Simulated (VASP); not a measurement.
# NaI in VASP: a series of runs, part 2 of 2

VASP 6.6.1.

## Step 3: Single point, r2SCAN (in-plane strain -0.02, then relaxed in part)

File POSCAR:

```
NaI
1.0
    3.1686853583      3.1686853583      0.0000000000
   -3.1686853583      3.1686853583      0.0000000000
    0.0000000000      3.1686853583      3.2589065426
Na I
1 1
Direct
    0.0000000000      0.0000000000      0.0000000000
    0.5000000000      0.5000000000      0.0000000000
```

File INCAR.step1:

```
SYSTEM = NaI
  PREC = Accurate
  ENCUT = 520
  ISMEAR = 0
  SIGMA = 0.01
  LREAL = .False.
  LASPH = .True.
  NELM = 60
  NBANDS = 14
  GGA = PE
  ALGO = Normal
  EDIFF = 1E-4
  LWAVE = .True.
  LCHARG = .False.
```

File INCAR.step2:

```
SYSTEM = NaI
  PREC = Accurate
  ENCUT = 520
  EDIFF = 1E-7
  ISMEAR = 0
  SIGMA = 0.01
  LREAL = .False.
  LASPH = .True.
  NELM = 60
  ALGO = Normal
  ISIF = 2
  LWAVE = .False.
  LCHARG = .False.
  METAGGA = R2SCAN
  LMIXTAU = .True.
  NBANDS = 14
  ISTART = 1
```

File KPOINTS:

```
Automatic mesh
0
Gamma
  6 6 6
  0 0 0
```

Potentials or basis: VASP PAW PBE potentials, release 64 (Na_pv, I).

Run with:

```bash
cat potpaw_PBE.64/Na_pv/POTCAR potpaw_PBE.64/I/POTCAR > POTCAR
cp INCAR.step1 INCAR
mpirun -np 1 vasp_std > vasp.out
cp INCAR.step2 INCAR
mpirun -np 1 vasp_std > vasp.out
```

OUTCAR:

```text
SYSTEM = NaI
   PREC = Accurate
   ENCUT = 520
   EDIFF = 1E-7
   ISMEAR = 0
   LREAL = .False.
   LASPH = .True.
   NELM = 60
   ISIF = 2
   METAGGA = R2SCAN
   ISTART = 1

 ion  position               nearest neighbor table
   1  0.000  0.000  0.000-   2 3.17   2 3.17   2 3.17   2 3.17
   2  0.500  0.500  0.000-   1 3.17   1 3.17   1 3.17   1 3.17

  LATTYP: Found a body centered tetragonal cell.
 ALAT       =     4.4811978086
 C/A-ratio  =     1.4544801108

  Lattice vectors:

 A1 = (   3.1686853583,   0.0000000000,  -3.2589065426)
 A2 = (  -3.1686853583,   0.0000000000,  -3.2589065426)
 A3 = (   0.0000000000,   3.1686853583,   3.2589065426)

Analysis of symmetry for initial positions (statically):
=====================================================================
 Subroutine PRICEL returns:
 Original cell was already a primitive cell.

 Routine SETGRP: Setting up the symmetry group for a
 body centered tetragonal supercell.

 Subroutine GETGRP returns: Found 16 space group operations
 (whereof 16 operations were pure point group operations)
 out of a pool of 16 trial point group operations.

The static configuration has the point symmetry D_4h.

Analysis of symmetry for dynamics (positions and initial velocities):
=====================================================================
 Subroutine PRICEL returns:
 Original cell was already a primitive cell.

 Routine SETGRP: Setting up the symmetry group for a
 body centered tetragonal supercell.

 Subroutine GETGRP returns: Found 16 space group operations
 (whereof 16 operations were pure point group operations)
 out of a pool of 16 trial point group operations.

The dynamic configuration has the point symmetry D_4h.

 Subroutine INISYM returns: Found 16 space group operations
 (whereof 16 operations are pure point group operations),
 and found     1 'primitive' translations

----------------------------------------------------------------------------------------

                                     Primitive cell

  volume of cell :      65.4425

  direct lattice vectors                    reciprocal lattice vectors
     3.168685358  3.168685358  0.000000000     0.157794146  0.157794146 -0.153425695
    -3.168685358  3.168685358  0.000000000    -0.157794146  0.157794146 -0.153425695
     0.000000000  3.168685358  3.258906543     0.000000000  0.000000000  0.306851389

  length of vectors
     4.481197809  4.481197809  4.545441536     0.270808842  0.270808842  0.306851389

  position of ions in fractional coordinates (direct lattice)
     0.000000000  0.000000000  0.000000000
     0.500000000  0.500000000  0.000000000

  ion indices of the primitive-cell ions
   primitive index   ion index
                 1           1
                 2           2

----------------------------------------------------------------------------------------

 KPOINTS: Automatic mesh

Automatic generation of k-mesh.
 Grid dimensions read from file:
 generate k-points for:    6    6    6

 Generating k-lattice:

  Cartesian coordinates                     Fractional coordinates (reciprocal lattice)
     0.026299024  0.026299024 -0.025570949     0.166666667  0.000000000  0.000000000
    -0.026299024  0.026299024 -0.025570949     0.000000000  0.166666667  0.000000000
     0.000000000  0.000000000  0.051141898     0.000000000  0.000000000  0.166666667

  Length of vectors
     0.045134807  0.045134807  0.051141898

  Shift w.r.t. Gamma in fractional coordinates (k-lattice)
     0.000000000  0.000000000  0.000000000

 Subroutine IBZKPT returns following result:
 ===========================================

 Found     30 irreducible k-points:

 Following reciprocal coordinates:
            Coordinates               Weight
  0.000000  0.000000  0.000000      1.000000
  0.166667  0.000000  0.000000      8.000000
  0.333333  0.000000  0.000000      8.000000
  0.500000  0.000000  0.000000      4.000000
  0.166667  0.166667  0.000000      8.000000
  0.333333  0.166667  0.000000     16.000000
[... 16 lines left out ...]
 -0.333333 -0.333333  0.166667      4.000000
 -0.166667 -0.333333  0.166667     16.000000
 [... further k-points ...]
   k-points           NKPTS =     30   k-points in BZ     NKDIM =     30   number of bands    NBANDS=     14
   number of dos      NEDOS =    301   number of ions     NIONS =      2
   total plane-waves  NPLWV =  46656
   dimension x,y,z NGX =    36 NGY =   36 NGZ =   36
   dimension x,y,z NGXF=    72 NGYF=   72 NGZF=   72
   ions per type =               1   1
   NGX,Y,Z   is equivalent  to a cutoff of  13.36, 13.36, 13.17 a.u.
   NGXF,Y,Z  is equivalent  to a cutoff of  26.71, 26.71, 26.33 a.u.
 SYSTEM =  NaI
   PREC   = accura    normal or accurate (medium, high low for compatibility)
   ISTART =      1    job   : 0-new  1-cont  2-samecut
   ICHARG =      0    charge: 1-file 2-atom 10-const
   ISPIN  =      1    spin polarized calculation?
   LNONCOLLINEAR =      F non collinear calculations
   LSORBIT =      F    spin-orbit coupling
   LASPH  =      T    aspherical Exc in radial PAW
   ENCUT  =  520.0 eV  38.22 Ry    6.18 a.u.   8.33  8.33  8.45*2*pi/ulx,y,z
   NELM   =     60;   NELMIN=  2; NELMDL=  0     # of ELM steps
   EDIFF  = 0.1E-06   stopping-criterion for ELM
   LREAL  =      F    real-space projection
   EDIFFG = 0.1E-05   stopping-criterion for IOM
   NSW    =      0    number of steps for IOM
   IBRION =     -1    ionic relax: 0-MD 1-quasi-New 2-CG
   NFREE  =      0    steps in history (QN), initial steepest desc. (CG)
   ISIF   =      2    stress and relaxation
   ISYM   =      2    0-nonsym 1-usesym 2-fastsym
   POTIM  = 0.5000    time-step for ionic-motion
   TEBEG  =    0.0;   TEEND  =   0.0 temperature during run
   PSTRESS=    0.0 pullay stress
   NELECT =      14.0000    total number of electrons
   NUPDOWN=      -1.0000    fix difference up-down
   EMIN   =  10.00;   EMAX   =-10.00  energy-range for DOS
   EFERMI =   0.00;   METHOD = LEGACY
   ISMEAR =     0;   SIGMA  =   0.01  broadening in eV -4-tet -1-fermi 0-gaus
   EFERMI_NEDOS =   21; number of points for ismear=-14 and -15
   IALGO  =     38    algorithm
   IMIX   =      4    mixing-type and parameters
     AMIX     =   0.40;   BMIX     =  1.00
     AMIX_MAG =   1.60;   BMIX_MAG =  1.00
  volume/ion in A,a.u.               =      32.72       220.81
  Fermi-wavevector in a.u.,A,eV,Ry     =   0.979108  1.850247 13.043271  0.958653
  Thomas-Fermi vector in A             =   2.109936
   LORBIT       =      0    0 simple, 1 ext, 2 COOP (PROOUT), +10 PAW based schemes
   METAGGA = R2SCAN    functional components
   LHFCALC =     F    Hartree Fock is set to
   AEXX    =    0.0000 exact exchange contribution
   IVDW    =     0    specifies the selected vdW correction
   LEPSILON=     F    determine dielectric tensor
   LRPA    =     F    only Hartree local field effects (RPA)
 non-spin polarized calculation
 Gauss-broadening in eV      SIGMA  =   0.01
  energy-cutoff  :      520.00
  volume of cell :       65.44
 maximum number of plane-waves:      1793
 NGX is ok and might be reduce to    36
   NGX = 17   NGY = 17   NGZ = 17

 number of electron      14.0000002 magnetization

 Free energy of the ion-electron system (eV)
  ---------------------------------------------------
  ext. energy  EPLUGINS =         0.00000000
  ---------------------------------------------------
  free energy    TOTEN  =       -31.08041605 eV

  energy without entropy =      -31.08041605  energy(sigma->0) =      -31.08041605

 E-fermi :   0.8694     XC(G=0):  -8.2201

 val. band max:        0.7501910955   @ k =   0.0000   0.0000   0.0000
 cond. band min:       5.2828980177   @ k =   0.0000   0.0000   0.0000
 fundamental gap:      4.5327069222
 Fermi energy:         0.8694102441

 k-point     1 :       0.0000    0.0000    0.0000
  band No.  band energies     occupation
      1     -22.4850      2.00000
      2     -22.4836      2.00000
      3     -22.4835      2.00000
      4     -10.7114      2.00000
      5       0.7222      2.00000
      6       0.7222      2.00000
      7       0.7502      2.00000
      8       5.2829      0.00000
      9       9.0827      0.00000
     10       9.2708      0.00000
     11       9.2708      0.00000
     12      10.9510      0.00000
     13      11.2756      0.00000
     14      11.8898      0.00000
[... 375 lines left out ...]
 k-point    24 :      -0.1667   -0.3333    0.1667
  band No.  band energies     occupation
      1     -22.4884      2.00000
      2     -22.4866      2.00000
      3     -22.4849      2.00000
      4     -10.2683      2.00000
      5      -1.1015      2.00000
      6      -0.5274      2.00000
      7       0.0221      2.00000
      8       7.5694      0.00000
      9       8.0803      0.00000
     10       9.3496      0.00000
     11      10.0534      0.00000
     12      12.0515      0.00000
     13      13.6018      0.00000
     14      14.4580      0.00000

 [... further k-points ...]
[... 5 lines left out ...]
  --------------------------------------------------------------------------------------
  -------------------------------------------------------------------------------------
  Total        0.3079634      0.3079634     -0.0380363      0.0000000      0.0000000      0.0000000
  in kB        7.5396228      7.5396228     -0.9312125      0.0000000      0.0000000      0.0000000
  external PRESSURE =       4.7160111 kB  Pullay stress =       0.0000000 kB

 VOLUME and BASIS-vectors are now :
 -----------------------------------------------------------------------------
  energy-cutoff  :      520.00
  volume of cell :       65.44
      direct lattice vectors                 reciprocal lattice vectors
     3.168685358  3.168685358  0.000000000     0.157794146  0.157794146 -0.153425695
    -3.168685358  3.168685358  0.000000000    -0.157794146  0.157794146 -0.153425695
     0.000000000  3.168685358  3.258906543     0.000000000  0.000000000  0.306851389

 POSITION                                       TOTAL-FORCE (eV/Angst)
 -----------------------------------------------------------------------------------
      0.00000      0.00000      0.00000         0.000000     -0.000000      0.000000
      0.00000      3.16869      0.00000        -0.000000      0.000000      0.000000
 -----------------------------------------------------------------------------------
    total drift:                               -0.000000      0.000000     -0.000000

  FREE ENERGIE OF THE ION-ELECTRON SYSTEM (eV)
  ---------------------------------------------------
  free  energy   TOTEN  =       -31.0804160541 eV

  energy  without entropy=      -31.0804160541  energy(sigma->0) =      -31.08041605
```

Wall time 2.8 min (1 thread of AMD EPYC 7R13 (Zen 3), shared host); peak memory 0.19 GiB.

Results:

| Item | Value |
| --- | --- |
| Free energy | -31.0804 eV |
| Pressure | 0.5 GPa |
| Band gap on the k mesh | 4.53 eV, direct |

Caveat: the cell differs from its parent crystal (in-plane strain -0.02, then relaxed in part); the PAW data sets were made with another functional, which shifts forces and pressure a little; spin-orbit coupling is left out, which moves the levels of the heavy elements.

## Step 4: Single point, r2SCAN (in-plane strain -0.02)

POSCAR: that of step 3 with these lines changed.

```diff
@@ -4,3 +4,3 @@
    -3.1686853583      3.1686853583      0.0000000000
-    0.0000000000      3.1686853583      3.2589065426
+    0.0000000000      3.1686853583      3.2721526353
 Na I
```

File INCAR.step1:

```
SYSTEM = NaI
ALGO = Normal
EDIFF = 1E-4
ENCUT = 520
GGA = PE
ISMEAR = 0
LASPH = .True.
LCHARG = .False.
LREAL = .False.
LWAVE = .True.
NBANDS = 14
NELM = 100
PREC = Accurate
SIGMA = 0.01
```

File INCAR.step2:

```
SYSTEM = NaI
ALGO = Normal
EDIFF = 1E-6
ENCUT = 520
ISIF = 2
ISMEAR = 0
ISTART = 1
LASPH = .True.
LCHARG = .False.
LMIXTAU = .True.
LREAL = .False.
LWAVE = .False.
METAGGA = R2SCAN
NBANDS = 14
NELM = 100
PREC = Accurate
SIGMA = 0.01
```

File KPOINTS:

```
k-points
0
Gamma
  6 6 6
  0 0 0
```

Potentials or basis: VASP PAW PBE potentials, release 64 (Na_pv, I).

Run with:

```bash
cat potpaw_PBE.64/Na_pv/POTCAR potpaw_PBE.64/I/POTCAR > POTCAR
cp INCAR.step1 INCAR
mpirun -np 1 vasp_std > vasp.out
cp INCAR.step2 INCAR
mpirun -np 1 vasp_std > vasp.out
```

OUTCAR:

```text
SYSTEM = NaI
   EDIFF = 1E-6
   ENCUT = 520
   ISIF = 2
   ISMEAR = 0
   ISTART = 1
   LASPH = .True.
   LREAL = .False.
   METAGGA = R2SCAN
   NELM = 100
   PREC = Accurate

 ion  position               nearest neighbor table
   1  0.000  0.000  0.000-   2 3.17   2 3.17   2 3.17   2 3.17
   2  0.500  0.500  0.000-   1 3.17   1 3.17   1 3.17   1 3.17

  LATTYP: Found a body centered tetragonal cell.
 ALAT       =     4.4811978086
 C/A-ratio  =     1.4603919644

  Lattice vectors:

 A1 = (   3.1686853583,   0.0000000000,  -3.2721526353)
 A2 = (  -3.1686853583,   0.0000000000,  -3.2721526353)
 A3 = (   0.0000000000,   3.1686853583,   3.2721526353)

Analysis of symmetry for initial positions (statically):
=====================================================================
 Subroutine PRICEL returns:
 Original cell was already a primitive cell.

 Routine SETGRP: Setting up the symmetry group for a
 body centered tetragonal supercell.

 Subroutine GETGRP returns: Found 16 space group operations
 (whereof 16 operations were pure point group operations)
 out of a pool of 16 trial point group operations.

The static configuration has the point symmetry D_4h.

[... 169 lines left out ...]
  band No.  band energies     occupation
      1     -22.5181      2.00000
      2     -22.5163      2.00000
      3     -22.5163      2.00000
      4     -10.7299      2.00000
      5       0.6912      2.00000
      6       0.6912      2.00000
      7       0.7227      2.00000
      8       5.2404      0.00000
      9       9.0369      0.00000
     10       9.2517      0.00000
     11       9.2517      0.00000
     12      10.8918      0.00000
     13      11.2624      0.00000
     14      11.8577      0.00000
[... 377 lines left out ...]
      1     -22.5213      2.00000
      2     -22.5195      2.00000
      3     -22.5176      2.00000
      4     -10.2924      2.00000
      5      -1.1183      2.00000
      6      -0.5466      2.00000
      7      -0.0032      2.00000
      8       7.5386      0.00000
      9       8.0508      0.00000
     10       9.3115      0.00000
     11      10.0191      0.00000
     12      12.0105      0.00000
     13      13.5446      0.00000
     14      14.3892      0.00000

 [... further k-points ...]
[... 5 lines left out ...]
  --------------------------------------------------------------------------------------
  -------------------------------------------------------------------------------------
  Total        0.2940264      0.2940264     -0.0963857      0.0000000     -0.0000000      0.0000000
  in kB        7.1692742      7.1692742     -2.3501821      0.0000000     -0.0000000      0.0000000
  external PRESSURE =       3.9961221 kB  Pullay stress =       0.0000000 kB

 VOLUME and BASIS-vectors are now :
 -----------------------------------------------------------------------------
  energy-cutoff  :      520.00
  volume of cell :       65.71
      direct lattice vectors                 reciprocal lattice vectors
     3.168685358  3.168685358  0.000000000     0.157794146  0.157794146 -0.152804608
    -3.168685358  3.168685358  0.000000000    -0.157794146  0.157794146 -0.152804608
     0.000000000  3.168685358  3.272152635     0.000000000  0.000000000  0.305609216

 POSITION                                       TOTAL-FORCE (eV/Angst)
 -----------------------------------------------------------------------------------
      0.00000      0.00000      0.00000        -0.000000      0.000000      0.000000
      0.00000      3.16869      0.00000         0.000000     -0.000000      0.000000
 -----------------------------------------------------------------------------------
    total drift:                               -0.000000      0.000000     -0.000000

  FREE ENERGIE OF THE ION-ELECTRON SYSTEM (eV)
  ---------------------------------------------------
  free  energy   TOTEN  =       -31.0801425435 eV

  energy  without entropy=      -31.0801425435  energy(sigma->0) =      -31.08014254
```

OSZICAR.step1:

```text
N       E                     dE             d eps       ncg     rms          rms(c)
DAV:   1     0.855466984123E+02    0.85547E+02   -0.64467E+03   846   0.893E+02
DAV:   2     0.113934225504E+01   -0.84407E+02   -0.78723E+02   932   0.228E+02
DAV:   3    -0.528716025533E+01   -0.64265E+01   -0.63935E+01  1068   0.603E+01
DAV:   4    -0.543142284217E+01   -0.14426E+00   -0.14423E+00  1064   0.951E+00
DAV:   5    -0.543530577468E+01   -0.38829E-02   -0.38828E-02  1146   0.153E+00    0.166E+00
DAV:   6    -0.537758145119E+01    0.57724E-01   -0.66577E-02  1038   0.152E+00    0.112E+00
DAV:   7    -0.536946799287E+01    0.81135E-02   -0.62510E-02  1050   0.130E+00    0.610E-01
DAV:   8    -0.537140626665E+01   -0.19383E-02   -0.49904E-03   978   0.564E-01    0.176E-01
DAV:   9    -0.537137161818E+01    0.34648E-04   -0.20508E-04  1074   0.126E-01
   1 F= -.53713716E+01 E0= -.53713716E+01  d E =-.725447E-30
```

It used 100 s of CPU time on 1 thread of AMD EPYC 7R13 Processor (Zen 3), on a shared host.

What came out:

```yaml
Free_energy: -31.0801 eV
Pressure: 0.4 GPa
Band_gap_on_the_k_mesh: 4.52 eV, direct
```

Stress tensor (GPa, compression positive):
```
 0.72  0.00  0.00
 0.00  0.72  0.00
 0.00  0.00 -0.24
```

Caveat: the cell differs from its parent crystal (in-plane strain -0.02); the PAW data sets were made with another functional, which shifts forces and pressure a little; spin-orbit coupling is left out, which moves the levels of the heavy elements.

## Step 5: Single point, r2SCAN (in-plane strain -0.01, then relaxed in part)

File POSCAR:

```
NaI
1.0
    3.2010188824      3.2010188824      0.0000000000
   -3.2010188824      3.2010188824      0.0000000000
    0.0000000000      3.2010188824      3.2437832184
Na I
1 1
Direct
    0.0000000000      0.0000000000      0.0000000000
    0.5000000000      0.5000000000      0.0000000000
```

File INCAR.step1:

```
SYSTEM = NaI
PREC = Accurate ; ENCUT = 520
ISMEAR = 0 ; SIGMA = 0.01
LREAL = .FALSE. ; LASPH = .TRUE.
NELM = 100 ; NBANDS = 14
GGA = PE ; ALGO = Normal
EDIFF = 1E-4 ; LWAVE = .TRUE.
LCHARG = .FALSE.
```

File INCAR.step2:

```
SYSTEM = NaI
PREC = Accurate ; ENCUT = 520
EDIFF = 1E-6 ; ISMEAR = 0
SIGMA = 0.01 ; LREAL = .FALSE.
LASPH = .TRUE. ; NELM = 100
ALGO = Normal ; ISIF = 2
LWAVE = .FALSE. ; LCHARG = .TRUE.
METAGGA = R2SCAN ; LMIXTAU = .TRUE.
LELF = .TRUE. ; LVHAR = .TRUE.
NBANDS = 14 ; ISTART = 1
```

File KPOINTS:

```
Automatic mesh
0
G
  6 6 6
  0 0 0
```

Run with:

```bash
cat potpaw_PBE.64/Na_pv/POTCAR potpaw_PBE.64/I/POTCAR > POTCAR
cp INCAR.step1 INCAR
mpirun -np 1 vasp_std > vasp.out
cp INCAR.step2 INCAR
mpirun -np 1 vasp_std > vasp.out
```

It used 110 s of CPU time on 1 thread of AMD EPYC 7R13 Processor (Zen 3), on a shared host.

It converged, with:

- Free energy: -31.0848 eV
- Pressure: 0.2 GPa
- Band gap on the k mesh: 4.49 eV, direct

Stress tensor (GPa, compression positive):
```
 0.30  0.00  0.00
 0.00  0.30  0.00
 0.00  0.00 -0.09
```

Levels at points of the mesh, in eV from the valence-band top:
```csv
k point,band 5,band 6,band 7,band 8,band 9,band 10
"(0.00, 0.00, 0.00)",-0.01,-0.01,0.00,4.49,8.41,8.49
"(0.50, 0.00, 0.00)",-2.27,-0.33,-0.31,5.69,8.03,8.13
"(0.50, 0.50, 0.00)",-2.01,-0.83,-0.78,5.23,5.97,10.89
"(0.00, 0.00, 0.50)",-2.01,-0.77,-0.77,5.25,6.00,10.79
```

Caveat: the cell differs from its parent crystal (in-plane strain -0.01, then relaxed in part); the PAW data sets were made with another functional, which shifts forces and pressure a little; spin-orbit coupling is left out, which moves the levels of the heavy elements.

## Step 6: Summary

```csv
cell,gap on the mesh (eV),pressure (GPa)
"a = 4.573 Å, angles 60.0, 60.0, 90.0°, 2 atoms",4.45,-0.1
"a = 4.481, b = 4.481, c = 4.545 Å, angles 60.5, 60.5, 90.0°, 2 atoms",4.53,0.5
"a = 4.481, b = 4.481, c = 4.555 Å, angles 60.5, 60.5, 90.0°, 2 atoms",4.52,0.4
"a = 4.527, b = 4.527, c = 4.557 Å, angles 60.2, 60.2, 90.0°, 2 atoms",4.49,0.2
```

Alike in all rows: task single point; level r2SCAN; potentials or basis VASP PAW PBE potentials, release 64 (Na_pv, I); no spin polarisation; k mesh 6 × 6 × 6; cutoff (eV) 520; smearing gaussian 0.01 eV.

Caveats: the PAW data sets were made with another functional, which shifts forces and pressure a little; spin-orbit coupling is left out, which moves the levels of the heavy elements.

Absolute energies hang on the potentials; compare differences alone.
